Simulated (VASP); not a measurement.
# W (Immm) in VASP: a series of runs

The runs below take W through single point, with PBEsol.

Program: VASP 6.6.1. These are calculated values, not measurements. Logs are shortened: lines on timing, memory, paths and dates and some standing lists are left out, and cuts for length are marked.

### Step 1. The cell of the first run

Symmetry: Immm, No. 71, orthorhombic system. The conventional cell has a = 2.403 Å, b = 3.251 Å, c = 3.998 Å, α = 90.00°, β = 90.00°, γ = 90.00°. Within 3.3 Å of W (site symmetry mmm) lie 12 W at 2.40 to 3.25 Å.

### Step 2. Single point, PBEsol (engineering shear strain xz -0.3000, normal strain along z +0.0000)

INCAR reads:

```
PREC = Accurate ; ENCUT = 500
EDIFF = 1E-6 ; ISMEAR = 0
SIGMA = 0.15 ; LREAL = F
LASPH = T ; NELM = 120
ALGO = Normal ; ISIF = 2
LWAVE = F ; LCHARG = F
GGA = PS ; NBANDS = 13
GGA_COMPAT = F
```

KPOINTS reads:

```
regular mesh
0
Gamma
  20 20 20
```

POSCAR reads:

```
W
1.0
   -0.2998690383      1.9991269217      1.9991269217
    1.6992578834      0.0000000000      1.6992578834
    1.9991269217      1.9991269217     -0.2998690383
W
1
Direct
    0.0000000000      0.0000000000      0.0000000000
```

Potentials or basis: VASP PAW PBE potentials, release 64 (W_sv).

Run with:

```
$ cat potpaw_PBE.64/W_sv/POTCAR > POTCAR
$ mpirun -np 1 vasp_std > vasp.out
```

OUTCAR:

```text
PREC = Accurate
   ENCUT = 500
   EDIFF = 1E-6
   ISMEAR = 0
   LREAL = F
   LASPH = T
   NELM = 120
   ISIF = 2
   GGA = PS

 ion  position               nearest neighbor table
   1  0.000  0.000  0.000-

  LATTYP: Found a body centered orthorhombic cell.
 ALAT       =     2.4031135447
 B/A-ratio  =     1.3529411765
 C/A-ratio  =     1.6637806617

  Lattice vectors:

 A1 = (   1.9991269217,  -1.9991269217,  -0.2998690383)
 A2 = (  -1.9991269217,  -1.9991269217,   0.2998690383)
 A3 = (   0.2998690383,   1.9991269217,  -1.9991269217)

Analysis of symmetry for initial positions (statically):
=====================================================================
 Subroutine PRICEL returns:
 Original cell was already a primitive cell.

 Routine SETGRP: Setting up the symmetry group for a
 body centered orthorhombic supercell.

 Subroutine GETGRP returns: Found  8 space group operations
 (whereof  8 operations were pure point group operations)
 out of a pool of  8 trial point group operations.

The static configuration has the point symmetry D_2h.

Analysis of symmetry for dynamics (positions and initial velocities):
=====================================================================
 Subroutine PRICEL returns:
 Original cell was already a primitive cell.

 Routine SETGRP: Setting up the symmetry group for a
 body centered orthorhombic supercell.

 Subroutine GETGRP returns: Found  8 space group operations
 (whereof  8 operations were pure point group operations)
 out of a pool of  8 trial point group operations.

The dynamic configuration has the point symmetry D_2h.

 Subroutine INISYM returns: Found  8 space group operations
 (whereof  8 operations are pure point group operations),
 and found     1 'primitive' translations

----------------------------------------------------------------------------------------

                                     Primitive cell

  volume of cell :      15.6195

  direct lattice vectors                    reciprocal lattice vectors
    -0.299869038  1.999126922  1.999126922    -0.217486246  0.250109182  0.217486246
     1.699257883  0.000000000  1.699257883     0.294246097 -0.250109182  0.294246097
     1.999126922  1.999126922 -0.299869038     0.217486246  0.250109182 -0.217486246

  length of vectors
     2.843050886  2.403113545  2.843050886     0.396427972  0.485506060  0.396427972

  position of ions in fractional coordinates (direct lattice)
     0.000000000  0.000000000  0.000000000

  ion indices of the primitive-cell ions
   primitive index   ion index
                 1           1

----------------------------------------------------------------------------------------

 KPOINTS: regular mesh

Automatic generation of k-mesh.
 Grid dimensions read from file:
 generate k-points for:   20   20   20

 Generating k-lattice:

  Cartesian coordinates                     Fractional coordinates (reciprocal lattice)
    -0.010874312  0.012505459  0.010874312     0.050000000  0.000000000  0.000000000
     0.014712305 -0.012505459  0.014712305    -0.000000000  0.050000000 -0.000000000
     0.010874312  0.012505459 -0.010874312     0.000000000  0.000000000  0.050000000

  Length of vectors
     0.019821399  0.024275303  0.019821399

  Shift w.r.t. Gamma in fractional coordinates (k-lattice)
     0.000000000  0.000000000  0.000000000

 Subroutine IBZKPT returns following result:
 ===========================================

 Found   1166 irreducible k-points:

 Following reciprocal coordinates:
            Coordinates               Weight
  0.000000  0.000000  0.000000      1.000000
  0.050000  0.000000  0.000000      4.000000
  0.100000  0.000000 -0.000000      4.000000
  0.150000  0.000000 -0.000000      4.000000
  0.200000  0.000000 -0.000000      4.000000
  0.250000  0.000000  0.000000      4.000000
[... 16 lines left out ...]
 -0.450000  0.050000 -0.000000      8.000000
 -0.400000  0.050000 -0.000000      8.000000
 [... further k-points ...]
   k-points           NKPTS =   1166   k-points in BZ     NKDIM =   1166   number of bands    NBANDS=     13
   number of dos      NEDOS =    301   number of ions     NIONS =      1
   total plane-waves  NPLWV =  10368
   dimension x,y,z NGX =    24 NGY =   18 NGZ =   24
   dimension x,y,z NGXF=    48 NGYF=   36 NGZF=   48
   ions per type =               1
   NGX,Y,Z   is equivalent  to a cutoff of  14.03, 12.45, 14.03 a.u.
   NGXF,Y,Z  is equivalent  to a cutoff of  28.07, 24.90, 28.07 a.u.
 SYSTEM =  unknown system
   PREC   = accura    normal or accurate (medium, high low for compatibility)
   ISTART =      0    job   : 0-new  1-cont  2-samecut
   ICHARG =      2    charge: 1-file 2-atom 10-const
   ISPIN  =      1    spin polarized calculation?
   LNONCOLLINEAR =      F non collinear calculations
   LSORBIT =      F    spin-orbit coupling
   LASPH  =      T    aspherical Exc in radial PAW
   ENCUT  =  500.0 eV  36.75 Ry    6.06 a.u.   5.18  4.38  5.18*2*pi/ulx,y,z
   NELM   =    120;   NELMIN=  2; NELMDL= -5     # of ELM steps
   EDIFF  = 0.1E-05   stopping-criterion for ELM
   LREAL  =      F    real-space projection
   EDIFFG = 0.1E-04   stopping-criterion for IOM
   NSW    =      0    number of steps for IOM
   IBRION =     -1    ionic relax: 0-MD 1-quasi-New 2-CG
   NFREE  =      0    steps in history (QN), initial steepest desc. (CG)
   ISIF   =      2    stress and relaxation
   ISYM   =      2    0-nonsym 1-usesym 2-fastsym
   POTIM  = 0.5000    time-step for ionic-motion
   TEBEG  =    0.0;   TEEND  =   0.0 temperature during run
   PSTRESS=    0.0 pullay stress
   NELECT =      14.0000    total number of electrons
   NUPDOWN=      -1.0000    fix difference up-down
   EMIN   =  10.00;   EMAX   =-10.00  energy-range for DOS
   EFERMI =   0.00;   METHOD = LEGACY
   ISMEAR =     0;   SIGMA  =   0.15  broadening in eV -4-tet -1-fermi 0-gaus
   EFERMI_NEDOS =   21; number of points for ismear=-14 and -15
   IALGO  =     38    algorithm
   IMIX   =      4    mixing-type and parameters
     AMIX     =   0.40;   BMIX     =  1.00
     AMIX_MAG =   1.60;   BMIX_MAG =  1.00
  volume/ion in A,a.u.               =      15.62       105.41
  Fermi-wavevector in a.u.,A,eV,Ry     =   1.578441  2.982820 33.898568  2.491474
  Thomas-Fermi vector in A             =   2.678971
   LORBIT       =      0    0 simple, 1 ext, 2 COOP (PROOUT), +10 PAW based schemes
   GGA     = PS    functional components
   LHFCALC =     F    Hartree Fock is set to
   AEXX    =    0.0000 exact exchange contribution
   IVDW    =     0    specifies the selected vdW correction
   LEPSILON=     F    determine dielectric tensor
   LRPA    =     F    only Hartree local field effects (RPA)
 non-spin polarized calculation
 Gauss-broadening in eV      SIGMA  =   0.15
  energy-cutoff  :      500.00
  volume of cell :       15.62
 maximum number of plane-waves:       412
 NGX is ok and might be reduce to    24
   NGX = 11   NGY =  9   NGZ = 11

 number of electron      14.0000000 magnetization

 Free energy of the ion-electron system (eV)
  ---------------------------------------------------
  ext. energy  EPLUGINS =         0.00000000
  ---------------------------------------------------
  free energy    TOTEN  =       -12.94295075 eV

  energy without entropy =      -12.93456747  energy(sigma->0) =      -12.93875911

 E-fermi :  11.4690     XC(G=0): -13.7667

 val. band max:       11.4665179144   @ k =  -0.1000   0.4000   0.0500
 cond. band min:      11.4693442793   @ k =  -0.1500   0.5000   0.0500
 fundamental gap:      0.0028263650
 Fermi energy:        11.4690111971

 k-point     1 :       0.0000    0.0000    0.0000
  band No.  band energies     occupation
      1     -62.6120      2.00000
      2     -26.4473      2.00000
      3     -26.2801      2.00000
      4     -25.2931      2.00000
      5       1.8554      2.00000
      6       7.9476      2.00000
      7       8.4475      2.00000
      8      13.8952      0.00000
      9      14.3583      0.00000
     10      15.0546      0.00000
     11      23.6264      0.00000
     12      26.4610      0.00000
     13      30.2212      0.00000

 k-point     2 :       0.0500    0.0000    0.0000
  band No.  band energies     occupation
      1     -62.6100      2.00000
      2     -26.4617      2.00000
      3     -26.2934      2.00000
      4     -25.2960      2.00000
      5       1.9499      2.00000
      6       7.9776      2.00000
      7       8.4253      2.00000
      8      13.9288      0.00000
      9      14.2821      0.00000
     10      15.0595      0.00000
     11      23.7862      0.00000
     12      26.3765      0.00000
     13      30.1807      0.00000

 k-point     3 :       0.1000    0.0000   -0.0000
  band No.  band energies     occupation
      1     -62.6042      2.00000
      2     -26.5164      2.00000
      3     -26.3187      2.00000
      4     -25.3046      2.00000
      5       2.2239      2.00000
      6       8.0560      2.00000
      7       8.3746      2.00000
      8      14.0079      0.00000
      9      14.0829      0.00000
     10      15.0963      0.00000
     11      24.2043      0.00000
     12      26.0828      0.00000
     13      30.2648      0.00000
[... 305 lines left out ...]
 k-point    23 :      -0.4500    0.0500   -0.0000
  band No.  band energies     occupation
      1     -62.5238      2.00000
      2     -27.4348      2.00000
      3     -26.3294      2.00000
      4     -25.4870      2.00000
      5       5.0532      2.00000
      6       8.3910      2.00000
      7      10.2237      2.00000
      8      13.3399      0.00000
      9      13.5714      0.00000
     10      17.7794      0.00000
     11      20.5111      0.00000
     12      25.5130      0.00000
     13      28.9302      0.00000

 k-point    24 :      -0.4000    0.0500   -0.0000
  band No.  band energies     occupation
      1     -62.5279      2.00000
      2     -27.3843      2.00000
      3     -26.3293      2.00000
      4     -25.4813      2.00000
      5       4.9859      2.00000
      6       8.3996      2.00000
      7       9.8385      2.00000
      8      13.3432      0.00000
      9      13.5990      0.00000
     10      17.5720      0.00000
     11      20.8295      0.00000
     12      25.8732      0.00000
     13      29.3987      0.00000

 [... further k-points ...]

------------------------ aborting loop because EDIFF is reached ----------------------------------------

  FORCE on cell =-STRESS in cart. coord.  units (eV):
  Direction    XX          YY          ZZ          XY          YZ          ZX
  --------------------------------------------------------------------------------------
  -------------------------------------------------------------------------------------
  Total        3.0313366      1.0037967      3.0313366      0.0000000      0.0000000      4.3542305
  in kB      310.9402040    102.9647295    310.9402040      0.0000000      0.0000000    446.6364227
  external PRESSURE =     241.6150458 kB  Pullay stress =       0.0000000 kB

 VOLUME and BASIS-vectors are now :
 -----------------------------------------------------------------------------
  energy-cutoff  :      500.00
  volume of cell :       15.62
      direct lattice vectors                 reciprocal lattice vectors
    -0.299869038  1.999126922  1.999126922    -0.217486246  0.250109182  0.217486246
     1.699257883  0.000000000  1.699257883     0.294246097 -0.250109182  0.294246097
     1.999126922  1.999126922 -0.299869038     0.217486246  0.250109182 -0.217486246

 POSITION                                       TOTAL-FORCE (eV/Angst)
 -----------------------------------------------------------------------------------
      0.00000      0.00000      0.00000        -0.000000     -0.000000     -0.000000
 -----------------------------------------------------------------------------------
    total drift:                                0.000000      0.000000      0.000000

  FREE ENERGIE OF THE ION-ELECTRON SYSTEM (eV)
  ---------------------------------------------------
  free  energy   TOTEN  =       -12.9429507509 eV

  energy  without entropy=      -12.9345674682  energy(sigma->0) =      -12.93875911
```

Run time: 46 s. Hardware: 1 thread of Intel Xeon 6975P-C (Granite Rapids), shared host; peak memory 0.31 GiB.

What came out:

```yaml
Free_energy: -12.9430 eV
Pressure: 24.2 GPa
Band_gap_on_the_k_mesh: zero (bands 7 and 8 overlap by 4.78 eV)
```

Caveat: the cell differs from its parent crystal (engineering shear strain xz -0.3000, normal strain along z +0.0000); the stress differs along the axes, from 10 to 31 GPa; the PAW data sets were made with another functional, which shifts forces and pressure a little; spin-orbit coupling is left out, which moves the levels of the heavy elements.

[end of part 1 of 2]
